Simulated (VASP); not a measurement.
A run of VASP 6.6.1 is set up as follows.

Contents of INCAR:

```
SYSTEM = C3N
  PREC = Accurate
  ENCUT = 520
  EDIFF = 1E-6
  ISMEAR = 0
  SIGMA = 0.1
  LREAL = .False.
  LASPH = .True.
  NELM = 60
  ALGO = Normal
  ISIF = 2
  LWAVE = .False.
  LCHARG = .False.
  GGA = PE
  NBANDS = 27
```

KPOINTS

```
regular mesh
0
Gamma
  6 6 4
  0 0 0
```

The input POSCAR:

```
C3N
1.0
    5.0362809500      0.0000000000      0.0000000000
   -2.5181404800      4.3615472500      0.0000000000
    0.0000000000      0.0000000000      4.0693699800
C N
6 2
Direct
    0.1627914900      0.3255829800      0.2500000000
    0.1627914900      0.8372085100      0.2500000000
    0.6744170200      0.8372085100      0.2500000000
    0.8372085100      0.6744170200      0.7500000000
    0.8372085100      0.1627914900      0.7500000000
    0.3255829800      0.1627914900      0.7500000000
    0.3333333300      0.6666666700      0.7500000000
    0.6666666700      0.3333333300      0.2500000000
```

Potentials or basis: VASP PAW PBE potentials, release 64 (C, N).

The run is started by

```bash
$ cat potpaw_PBE.64/C/POTCAR potpaw_PBE.64/N/POTCAR > POTCAR
$ mpirun -np 1 vasp_std > vasp.out
```

(1) Predict the largest force.

(2) Estimate the pressure.

(3) What does it give for the band gap on the k mesh?

Answers

(1) 0.318 eV/Å.

(2) -30.2 GPa.

(3) zero (band 17 reaches 4.05 eV, above the bottom of band 18 at 1.57 eV).

Caveat: the k points lie up to 0.39 Å⁻¹ apart.
